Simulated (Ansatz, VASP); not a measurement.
AlN: VASP beside Ansatz

INCAR

```
PREC = Accurate ; ENCUT = 520
EDIFF = 1E-8 ; ISMEAR = -1
SIGMA = 0.02 ; LREAL = F
LASPH = T ; NELM = 80
ALGO = Normal ; ISIF = 2
LWAVE = F ; LCHARG = F
GGA = PE ; LEFG = T
NBANDS = 16
```

File KPOINTS:

```
Automatic mesh
0
Gamma
  11 11 6
```

The input POSCAR:

```
AlN
1.0
    3.1110021516      0.0000000000      0.0000000000
   -1.5555010758      2.6942068945      0.0000000000
    0.0000000000      0.0000000000      5.1273400000
Al N
2 2
Direct
    0.3333333333      0.6666666667      0.0000000000
    0.6666666667      0.3333333333      0.5000000000
    0.3333333333      0.6666666667      0.3850000000
    0.6666666667      0.3333333333      0.8850000000
```

Input for Ansatz:

```yaml
crystal:
  lattice:
    - [3.1110021516, 0.0, 0.0]
    - [-1.5555010758, 2.6942068945, 0.0]
    - [0.0, 0.0, 5.12734]
  atoms:
    - { symbol: Al, position: [0.3333333333, 0.6666666667, 0.0] }
    - { symbol: Al, position: [0.6666666667, 0.3333333333, 0.5] }
    - { symbol: "N", position: [0.3333333333, 0.6666666667, 0.385] }
    - { symbol: "N", position: [0.6666666667, 0.3333333333, 0.885] }
kpoints:
  mp_grid: { grid: [11, 11, 6] }
scf:
  occupations: { method: fermi_dirac, width: 0.02 }
hamiltonian:
  xc: pbe
  pseudopotentials: { kind: all_electron, datasets: crystal }
output:
  forces: true
  stress: true
  eigenvalues: true
  efg: { contact_densities: true }
```

Change from the starting cell: zz strain of +3 %, crystal datasets.

Alike in both runs: task electric field gradients; functional PBE; k mesh 11 × 11 × 6; occupations fermi-dirac, width 0.02 eV; no spin polarisation.

|  | VASP | Ansatz |
| --- | --- | --- |
| version | VASP 6.6.1 | Ansatz 0.2.0 |
| potentials or method | VASP PAW PBE potentials, release 64 (Al, N), cutoff 520 eV | all-electron PAW with datasets made for the crystal, scalar-relativistic |

Ansatz gave:

```
gap on the k mesh at the Fermi level (eV)                     : 3.96
pressure (GPa)                                                : -1.2
traceless stress, the component that is largest in VASP (GPa) : -7.66
rms of the force components (eV/Å)                            : 0.244
size of Vzz on the site where it differs most (V/Å²)          : 14.2
```

Question: What did VASP give for the same quantities?

Answer: gap on the k mesh at the Fermi level (eV): 3.96; pressure (GPa): -1.4; traceless stress, the component that is largest in VASP (GPa): -7.69; rms of the force components (eV/Å): 0.245; size of Vzz on the site where it differs most (V/Å²): 14.8.

Atom by atom the forces differ by 0.000 eV/Å (rms over components). Ansatz ran all-electron here, and VASP with PAW potentials.
